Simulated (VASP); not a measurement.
# Rh (P6_3/mmc) in VASP: further runs

Runs on Rh. Level: PBE. Tasks: single point.

Everything below comes from runs of VASP 6.6.1. Logs are shortened: lines on timing, memory, paths and dates and some standing lists are left out, and cuts for length are marked.

### 1 The cell of the first run

The structure is hexagonal, space group P6_3/mmc (No. 194). Conventional cell: a = 2.616 Å, b = 2.616 Å, c = 4.315 Å, α = 90.00°, β = 90.00°, γ = 120.00°. Rh (site symmetry -6m2) has 12 Rh at 2.62 to 2.63 Å within 3.5 Å.

This isn't the form of Rh at room conditions, which is fcc.

### 2 Single point, PBE

Input file INCAR:

```
PREC = Accurate ; ENCUT = 520
EDIFF = 1E-6 ; ISMEAR = 0
SIGMA = 0.15 ; LREAL = F
LASPH = T ; NELM = 80
ALGO = Fast ; ISIF = 2
LWAVE = F ; LCHARG = F
GGA = PE ; NBANDS = 22
```

Input file KPOINTS:

```
regular mesh
0
Gamma
  18 18 10
```

Input file POSCAR:

```
Rh
1.0
    2.6159000000      0.0000000000      0.0000000000
   -1.3079500000      2.2654358537      0.0000000000
    0.0000000000      0.0000000000      4.3150000000
Rh
2
Direct
    0.6666666667      0.3333333333      0.7500000000
    0.3333333333      0.6666666667      0.2500000000
```

Potentials or basis: VASP PAW PBE potentials, release 64 (Rh_pv).

Command:

```bash
cat potpaw_PBE.64/Rh_pv/POTCAR > POTCAR
mpirun -np 1 vasp_std > vasp.out
```

OUTCAR:

```text
PREC = Accurate
   ENCUT = 520
   EDIFF = 1E-6
   ISMEAR = 0
   LREAL = F
   LASPH = T
   NELM = 80
   ISIF = 2
   GGA = PE

 ion  position               nearest neighbor table
   1  0.667  0.333  0.750-   2 2.63   2 2.63   2 2.63   2 2.63   2 2.63   2 2.63
   2  0.333  0.667  0.250-   1 2.63   1 2.63   1 2.63   1 2.63   1 2.63   1 2.63

  LATTYP: Found a hexagonal cell.
 ALAT       =     2.6159000000
 C/A-ratio  =     1.6495278872

  Lattice vectors:

 A1 = (   2.6159000000,   0.0000000000,   0.0000000000)
 A2 = (  -1.3079500000,   2.2654358537,   0.0000000000)
 A3 = (   0.0000000000,   0.0000000000,   4.3150000000)

Analysis of symmetry for initial positions (statically):
=====================================================================
 Subroutine PRICEL returns:
 Original cell was already a primitive cell.

 Routine SETGRP: Setting up the symmetry group for a
 hexagonal supercell.

 Subroutine GETGRP returns: Found 24 space group operations
 (whereof 12 operations were pure point group operations)
 out of a pool of 24 trial point group operations.

The static configuration has the point symmetry D_3d.
 The point group associated with its full space group is D_6h.

Analysis of symmetry for dynamics (positions and initial velocities):
=====================================================================
 Subroutine PRICEL returns:
 Original cell was already a primitive cell.

 Routine SETGRP: Setting up the symmetry group for a
 hexagonal supercell.

 Subroutine GETGRP returns: Found 24 space group operations
 (whereof 12 operations were pure point group operations)
 out of a pool of 24 trial point group operations.

The dynamic configuration has the point symmetry D_3d.
 The point group associated with its full space group is D_6h.

 Subroutine INISYM returns: Found 24 space group operations
 (whereof 12 operations are pure point group operations),
 and found     1 'primitive' translations

----------------------------------------------------------------------------------------

                                     Primitive cell

  volume of cell :      25.5714

  direct lattice vectors                    reciprocal lattice vectors
     2.615900000  0.000000000  0.000000000     0.382277610  0.220708081  0.000000000
    -1.307950000  2.265435854  0.000000000     0.000000000  0.441416162  0.000000000
     0.000000000  0.000000000  4.315000000     0.000000000  0.000000000  0.231749710

  length of vectors
     2.615900000  2.615900000  4.315000000     0.441416162  0.441416162  0.231749710

  position of ions in fractional coordinates (direct lattice)
     0.666666667  0.333333333  0.750000000
     0.333333333  0.666666667  0.250000000

  ion indices of the primitive-cell ions
   primitive index   ion index
                 1           1
                 2           2

----------------------------------------------------------------------------------------

 KPOINTS: regular mesh

Automatic generation of k-mesh.
 Grid dimensions read from file:
 generate k-points for:   18   18   10

 Generating k-lattice:

  Cartesian coordinates                     Fractional coordinates (reciprocal lattice)
     0.021237645  0.012261560  0.000000000     0.055555556  0.000000000  0.000000000
     0.000000000  0.024523120  0.000000000     0.000000000  0.055555556  0.000000000
     0.000000000  0.000000000  0.023174971     0.000000000  0.000000000  0.100000000

  Length of vectors
     0.024523120  0.024523120  0.023174971

  Shift w.r.t. Gamma in fractional coordinates (k-lattice)
     0.000000000  0.000000000  0.000000000

 Subroutine IBZKPT returns following result:
 ===========================================

 Found    222 irreducible k-points:

 Following reciprocal coordinates:
            Coordinates               Weight
  0.000000  0.000000  0.000000      1.000000
  0.055556 -0.000000  0.000000      6.000000
  0.111111 -0.000000  0.000000      6.000000
  0.166667 -0.000000  0.000000      6.000000
  0.222222  0.000000  0.000000      6.000000
  0.277778 -0.000000  0.000000      6.000000
[... 16 lines left out ...]
  0.333333  0.111111  0.000000     12.000000
  0.388889  0.111111  0.000000     12.000000
 [... further k-points ...]
   k-points           NKPTS =    222   k-points in BZ     NKDIM =    222   number of bands    NBANDS=     22
   number of dos      NEDOS =    301   number of ions     NIONS =      2
   total plane-waves  NPLWV =  12800
   dimension x,y,z NGX =    20 NGY =   20 NGZ =   32
   dimension x,y,z NGXF=    40 NGYF=   40 NGZF=   64
   ions per type =               2
   NGX,Y,Z   is equivalent  to a cutoff of  12.71, 12.71, 12.33 a.u.
   NGXF,Y,Z  is equivalent  to a cutoff of  25.42, 25.42, 24.66 a.u.
 SYSTEM =  unknown system
   PREC   = accura    normal or accurate (medium, high low for compatibility)
   ISTART =      0    job   : 0-new  1-cont  2-samecut
   ICHARG =      2    charge: 1-file 2-atom 10-const
   ISPIN  =      1    spin polarized calculation?
   LNONCOLLINEAR =      F non collinear calculations
   LSORBIT =      F    spin-orbit coupling
   LASPH  =      T    aspherical Exc in radial PAW
   ENCUT  =  520.0 eV  38.22 Ry    6.18 a.u.   4.86  4.86  8.02*2*pi/ulx,y,z
   NELM   =     80;   NELMIN=  2; NELMDL= -5     # of ELM steps
   EDIFF  = 0.1E-05   stopping-criterion for ELM
   LREAL  =      F    real-space projection
   EDIFFG = 0.1E-04   stopping-criterion for IOM
   NSW    =      0    number of steps for IOM
   IBRION =     -1    ionic relax: 0-MD 1-quasi-New 2-CG
   NFREE  =      0    steps in history (QN), initial steepest desc. (CG)
   ISIF   =      2    stress and relaxation
   ISYM   =      2    0-nonsym 1-usesym 2-fastsym
   POTIM  = 0.5000    time-step for ionic-motion
   TEBEG  =    0.0;   TEEND  =   0.0 temperature during run
   PSTRESS=    0.0 pullay stress
   NELECT =      30.0000    total number of electrons
   NUPDOWN=      -1.0000    fix difference up-down
   EMIN   =  10.00;   EMAX   =-10.00  energy-range for DOS
   EFERMI =   0.00;   METHOD = LEGACY
   ISMEAR =     0;   SIGMA  =   0.15  broadening in eV -4-tet -1-fermi 0-gaus
   EFERMI_NEDOS =   21; number of points for ismear=-14 and -15
   IALGO  =     68    algorithm
   IMIX   =      4    mixing-type and parameters
     AMIX     =   0.40;   BMIX     =  1.00
     AMIX_MAG =   1.60;   BMIX_MAG =  1.00
  volume/ion in A,a.u.               =      12.79        86.28
  Fermi-wavevector in a.u.,A,eV,Ry     =   1.726622  3.262843 40.562023  2.981225
  Thomas-Fermi vector in A             =   2.801900
   LORBIT       =      0    0 simple, 1 ext, 2 COOP (PROOUT), +10 PAW based schemes
   GGA     = PE    functional components
   LHFCALC =     F    Hartree Fock is set to
   AEXX    =    0.0000 exact exchange contribution
   IVDW    =     0    specifies the selected vdW correction
   LEPSILON=     F    determine dielectric tensor
   LRPA    =     F    only Hartree local field effects (RPA)
 non-spin polarized calculation
 RMM-DIIS sequential band-by-band and
 Gauss-broadening in eV      SIGMA  =   0.15
  energy-cutoff  :      520.00
  volume of cell :       25.57
 maximum number of plane-waves:       708
 NGX is ok and might be reduce to    20
   NGX =  9   NGY =  9   NGZ = 17

 number of electron      30.0000005 magnetization

 Free energy of the ion-electron system (eV)
  ---------------------------------------------------
  ext. energy  EPLUGINS =         0.00000000
  ---------------------------------------------------
  free energy    TOTEN  =       -14.21071173 eV

  energy without entropy =      -14.17779814  energy(sigma->0) =      -14.19425494

 E-fermi :  13.3809     XC(G=0): -14.5042

 val. band max:       13.3797320988   @ k =   0.2222   0.1111   0.4000
 cond. band min:      13.3810831695   @ k =   0.3333   0.3333   0.2000
 fundamental gap:      0.0013510707
 Fermi energy:        13.3809085377

 k-point     1 :       0.0000    0.0000    0.0000
  band No.  band energies     occupation
      1     -34.1284      2.00000
      2     -33.3121      2.00000
      3     -33.3121      2.00000
      4     -33.2117      2.00000
      5     -33.1910      2.00000
      6     -33.1910      2.00000
[... 14 lines left out ...]
     21      31.2773      0.00000
     22      32.2566      0.00000

 k-point     2 :       0.0556   -0.0000    0.0000
  band No.  band energies     occupation
      1     -34.1192      2.00000
      2     -33.3348      2.00000
      3     -33.3192      2.00000
      4     -33.2149      2.00000
      5     -33.2144      2.00000
      6     -33.1947      2.00000
[... 14 lines left out ...]
     21      31.4293      0.00000
     22      32.4186      0.00000

 k-point     3 :       0.1111   -0.0000    0.0000
  band No.  band energies     occupation
      1     -34.0922      2.00000
      2     -33.4001      2.00000
      3     -33.3393      2.00000
      4     -33.2813      2.00000
      5     -33.2247      2.00000
      6     -33.2055      2.00000
[... 14 lines left out ...]
     21      31.8355      0.00000
     22      32.7311      0.00000

 k-point     4 :       0.1667   -0.0000    0.0000
  band No.  band energies     occupation
      1     -34.0492      2.00000
      2     -33.5001      2.00000
      3     -33.3822      2.00000
      4     -33.3695      2.00000
      5     -33.2413      2.00000
      6     -33.2227      2.00000
[... 14 lines left out ...]
     21      32.1878      0.00000
     22      32.7601      0.00000

 k-point     5 :       0.2222    0.0000    0.0000
  band No.  band energies     occupation
      1     -33.9930      2.00000
      2     -33.6226      2.00000
      3     -33.5035      2.00000
      4     -33.4056      2.00000
      5     -33.2650      2.00000
      6     -33.2445      2.00000
[... 417 lines left out ...]
 k-point    22 :       0.2778    0.1111    0.0000
  band No.  band energies     occupation
      1     -33.8629      2.00000
      2     -33.8383      2.00000
      3     -33.7624      2.00000
      4     -33.5045      2.00000
      5     -33.3438      2.00000
      6     -33.3410      2.00000
[... 14 lines left out ...]
     21      27.6950      0.00000
     22      29.6571      0.00000

 k-point    23 :       0.3333    0.1111    0.0000
  band No.  band energies     occupation
      1     -33.9540      2.00000
      2     -33.8325      2.00000
      3     -33.7726      2.00000
      4     -33.5450      2.00000
      5     -33.3844      2.00000
      6     -33.3642      2.00000
[... 14 lines left out ...]
     21      26.7053      0.00000
     22      28.9763      0.00000

 k-point    24 :       0.3889    0.1111    0.0000
  band No.  band energies     occupation
      1     -34.0132      2.00000
      2     -33.8781      2.00000
      3     -33.7198      2.00000
      4     -33.5711      2.00000
      5     -33.4208      2.00000
      6     -33.3793      2.00000
[... 14 lines left out ...]
     21      26.0023      0.00000
     22      28.4413      0.00000

 [... further k-points ...]

------------------------ aborting loop because EDIFF is reached ----------------------------------------

  FORCE on cell =-STRESS in cart. coord.  units (eV):
  Direction    XX          YY          ZZ          XY          YZ          ZX
  --------------------------------------------------------------------------------------
  -------------------------------------------------------------------------------------
  Total        5.5795330      5.5795330      4.2975568      0.0000000      0.0000000      0.0000000
  in kB      349.5865565    349.5865565    269.2641280      0.0000000      0.0000000      0.0000000
  external PRESSURE =     322.8124137 kB  Pullay stress =       0.0000000 kB

 VOLUME and BASIS-vectors are now :
 -----------------------------------------------------------------------------
  energy-cutoff  :      520.00
  volume of cell :       25.57
      direct lattice vectors                 reciprocal lattice vectors
     2.615900000  0.000000000  0.000000000     0.382277610  0.220708081  0.000000000
    -1.307950000  2.265435854  0.000000000     0.000000000  0.441416162  0.000000000
     0.000000000  0.000000000  4.315000000     0.000000000  0.000000000  0.231749710

 POSITION                                       TOTAL-FORCE (eV/Angst)
 -----------------------------------------------------------------------------------
      1.30795      0.75515      3.23625        -0.000000      0.000000      0.000000
     -0.00000      1.51029      1.07875         0.000000      0.000000      0.000000
 -----------------------------------------------------------------------------------
    total drift:                               -0.000000      0.000000     -0.000000

  FREE ENERGIE OF THE ION-ELECTRON SYSTEM (eV)
  ---------------------------------------------------
  free  energy   TOTEN  =       -14.2107117267 eV

  energy  without entropy=      -14.1777981448  energy(sigma->0) =      -14.19425494
```

Run time: 77 s. Hardware: 1 thread of Intel Xeon Platinum 8488C (Sapphire Rapids), shared host; peak memory 0.21 GiB.

Results:

* Free energy: -14.2107 eV
* Pressure: 32.3 GPa
* Band gap on the k mesh: zero (bands 15 and 16 overlap by 2.80 eV)

Levels at points of the mesh, in eV from the Fermi level:
| k point | band 13 | band 14 | band 15 | band 16 | band 17 | band 18 |
| --- | --- | --- | --- | --- | --- | --- |
| (0.00, 0.00, 0.00) | -2.84 | -1.98 | -1.98 | 0.17 | 0.17 | 0.45 |
| (0.50, 0.00, 0.00) | -2.32 | 0.61 | 0.66 | 0.92 | 3.34 | 5.64 |
| (0.00, 0.00, 0.50) | -3.47 | -3.47 | -0.47 | -0.47 | -0.47 | -0.47 |
| (0.50, 0.00, 0.50) | -0.35 | -0.35 | 0.79 | 0.79 | 2.84 | 2.84 |

Caveat: the cell stands under pressure.

### 3 Single point, PBE

This run uses another cell than the first one, of 12.84 Å³/atom.

Input file INCAR:

```
  PREC = Accurate
  ENCUT = 520
  EDIFF = 1E-7
  ISMEAR = 0
  SIGMA = 0.15
  LREAL = F
  LASPH = T
  NELM = 60
  ALGO = Normal
  ISIF = 2
  LWAVE = F
  LCHARG = F
  GGA = PE
  NBANDS = 22
```

KPOINTS is that of step 2.

Input file POSCAR:

```
Rh
1.0
    2.6431000000      0.0000000000      0.0000000000
   -1.3215500000      2.2889917447      0.0000000000
    0.0000000000      0.0000000000      4.2448000000
Rh
2
Direct
    0.6666666667      0.3333333333      0.7500000000
    0.3333333333      0.6666666667      0.2500000000
```

Potentials or basis: VASP PAW PBE potentials, release 64 (Rh_pv).

Command:

```bash
cat potpaw_PBE.64/Rh_pv/POTCAR > POTCAR
mpirun -np 1 vasp_std > vasp.out
```

It took 68 s on 1 thread of Intel Xeon Platinum 8488C (Sapphire Rapids), shared host; peak memory 0.21 GiB.

Results (log left out):

* Free energy: -14.2410 eV
* Pressure: 30.5 GPa
* Band gap on the k mesh: zero (bands 15 and 16 overlap by 2.71 eV)

Stress tensor (GPa, compression positive):
```
29.80  0.00  0.00
 0.00 29.80  0.00
 0.00  0.00 31.77
```

Levels at points of the mesh, in eV from the Fermi level:
```
           k point  band 12  band 13  band 14  band 15  band 16  band 17  band 18  band 19
(0.00, 0.00, 0.00)    -2.79    -2.79    -2.20    -2.20     0.13     0.13     0.72     9.44
(0.50, 0.00, 0.00)    -2.46    -2.42     0.44     0.73     0.80     3.24     5.50    10.89
(0.00, 0.00, 0.50)    -3.53    -3.52    -3.52    -0.49    -0.49    -0.49    -0.49    15.07
(0.50, 0.00, 0.50)    -1.91    -0.38    -0.38     0.66     0.66     2.79     2.79    10.03
```

Caveat: the cell stands under pressure.

### 4 Single point, PBE

This run uses another cell than the first one, of 12.93 Å³/atom.

Input file INCAR:

```
SYSTEM = Rh
PREC     = Accurate       ! precision mode
ENCUT    = 520            ! plane-wave cutoff, eV
EDIFF    = 1E-6           ! SCF threshold, eV
ISMEAR   = 0              ! smearing method
SIGMA    = 0.15           ! smearing width, eV
LREAL    = .FALSE.        ! projectors in reciprocal space
LASPH    = .TRUE.         ! aspherical terms in the spheres
NELM     = 100            ! most SCF steps
ALGO     = Fast           ! electronic algorithm
ISIF     = 2              ! what is computed and relaxed
LWAVE    = .FALSE.        ! write WAVECAR
LCHARG   = .FALSE.        ! write CHGCAR
GGA      = PE             ! functional
NBANDS   = 22             ! bands
```

Input file KPOINTS:

```
Automatic mesh
0
G
  18 18 10
  0 0 0
```

Input file POSCAR:

```
Rh
1.0
    2.5886000000      0.0000000000      0.0000000000
   -1.2943000000      2.2417933602      0.0000000000
    0.0000000000      0.0000000000      4.4553000000
Rh
2
Direct
    0.6666666667      0.3333333333      0.7500000000
    0.3333333333      0.6666666667      0.2500000000
```

Command:

```bash
cat potpaw_PBE.64/Rh_pv/POTCAR > POTCAR
mpirun -np 1 vasp_std > vasp.out
```

It took 79 s on 1 thread of Intel Xeon Platinum 8488C (Sapphire Rapids), shared host; peak memory 0.21 GiB.

Results (log left out):

* Free energy: -14.1940 eV
* Pressure: 28.9 GPa
* Band gap on the k mesh: zero (bands 15 and 16 overlap by 2.92 eV)

Stress tensor (GPa, compression positive):
```
36.63  0.00  0.00
 0.00 36.63  0.00
 0.00  0.00 13.46
```

Levels at points of the mesh, in eV from the Fermi level:
| k point | band 11 | band 12 | band 13 | band 14 | band 15 | band 16 | band 17 | band 18 | band 19 | band 20 |
| --- | --- | --- | --- | --- | --- | --- | --- | --- | --- | --- |
| (0.00, 0.00, 0.00) | -3.30 | -2.84 | -2.84 | -1.59 | -1.59 | 0.08 | 0.24 | 0.24 | 8.40 | 16.29 |
| (0.50, 0.00, 0.00) | -3.12 | -2.62 | -2.08 | 0.55 | 0.87 | 1.10 | 3.44 | 5.73 | 10.78 | 10.90 |
| (0.00, 0.00, 0.50) | -3.30 | -3.30 | -3.30 | -3.30 | -0.38 | -0.38 | -0.38 | -0.38 | 14.48 | 14.48 |
| (0.50, 0.00, 0.50) | -1.57 | -1.57 | -0.29 | -0.29 | 1.00 | 1.00 | 2.90 | 2.90 | 10.22 | 10.22 |

Caveat: the cell stands under pressure.

### 5 Single point, PBE

This run uses another cell than the first one, of 15.84 Å³/atom.

Input file INCAR:

```
SYSTEM = Rh
PREC = Accurate
ENCUT = 520
EDIFF = 1E-7
ISMEAR = 0
SIGMA = 0.15
LREAL = .FALSE.
LASPH = .TRUE.
NELM = 100
ALGO = Fast
ISIF = 2
LWAVE = .FALSE.
LCHARG = .TRUE.
GGA = PE
LELF = .TRUE.
LVHAR = .TRUE.
NBANDS = 22
```

Input file KPOINTS:

```
regular mesh
0
G
  18 18 10
  0 0 0
```

Input file POSCAR:

```
Rh
1.0
    2.7794000000      0.0000000000      0.0000000000
   -1.3897000000      2.4070310073      0.0000000000
    0.0000000000      0.0000000000      4.7359000000
Rh
2
Direct
    0.6666666667      0.3333333333      0.7500000000
    0.3333333333      0.6666666667      0.2500000000
```

Command:

```bash
cat potpaw_PBE.64/Rh_pv/POTCAR > POTCAR
mpirun -np 1 vasp_std > vasp.out
```

It took 4.8 min on 1 thread of AMD EPYC 7R43 (Zen 3), shared host; peak memory 0.2 GiB.

The run converged. Its results:

* Free energy: -14.1637 eV
* Pressure: -21.2 GPa
* Band gap on the k mesh: zero (bands 15 and 16 overlap by 2.03 eV)

Stress tensor (GPa, compression positive):
```
-18.42   0.00   0.00
  0.00 -18.42   0.00
  0.00   0.00 -26.84
```

Levels at points of the mesh, in eV from the Fermi level:
```csv
k point,band 13,band 14,band 15,band 16,band 17,band 18
"(0.00, 0.00, 0.00)",-2.05,-1.20,-1.20,0.16,0.16,0.52
"(0.50, 0.00, 0.00)",-1.52,0.39,0.56,0.73,2.79,4.66
"(0.00, 0.00, 0.50)",-2.41,-2.41,-0.30,-0.30,-0.30,-0.30
"(0.50, 0.00, 0.50)",-0.16,-0.16,0.66,0.66,2.59,2.59
```

Caveat: the cell stands under tension.

(Continued in part 2 of 2.)
